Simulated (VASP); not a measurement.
Here is a VASP 6.6.1 calculation.

The input INCAR:

```
  ALGO = Normal
  EDIFF = 1E-6
  EDIFFG = -0.01
  ENCUT = 600
  GGA = PS
  IBRION = 2
  ISIF = 3
  ISMEAR = -1
  IVDW = 13
  LASPH = T
  LCHARG = F
  LREAL = F
  LWAVE = F
  NELM = 60
  NSW = 60
  PREC = Accurate
  SIGMA = 0.05
```

KPOINTS

```
k-points
0
Gamma
  6 6 8
```

File POSCAR:

```
SnO2
1.0
    4.7380000000      0.0000000000      0.0000000000
    0.0000000000      4.7380000000      0.0000000000
    0.0000000000      0.0000000000      3.1865000000
Sn O
2 4
Direct
    0.5000000000      0.5000000000      0.5000000000
    0.0000000000      0.0000000000      0.0000000000
    0.8071000000      0.1929000000      0.5000000000
    0.6929000000      0.6929000000      0.0000000000
    0.1929000000      0.8071000000      0.5000000000
    0.3071000000      0.3071000000      0.0000000000
```

Potentials or basis: VASP PAW PBE potentials, release 64 (Sn_d, O).

Run with:

```bash
$ cat potpaw_PBE.64/Sn_d/POTCAR potpaw_PBE.64/O/POTCAR > POTCAR
$ mpirun -np 1 vasp_std > vasp.out
```

Question: Predict the space group after relaxing (to 0.1 Å).

Answer: P4_2/mnm (No. 136).

Question: Estimate the dispersion energy per atom.

Answer: -0.152 eV.

Question: Predict the relaxed cell.

Answer: a = 4.752 Å, b = 4.752 Å, c = 3.209 Å, α = 90.00°, β = 90.00°, γ = 90.00°.

Step by step:
```csv
step,energy change (eV),largest force (eV/Å),pressure (GPa),volume (Å³)
1,0.0000,0.2246,3.22,71.53
2,0.0103,0.1618,-4.35,74.04
3,-0.0135,0.0471,-0.19,72.59
4,-0.0135,0.0506,-0.08,72.57
5,-0.0138,0.0060,0.05,72.48
```

Caveat: the PAW data sets were made with another functional, which shifts forces and pressure a little. Zero-point motion and thermal expansion aren't in these numbers.
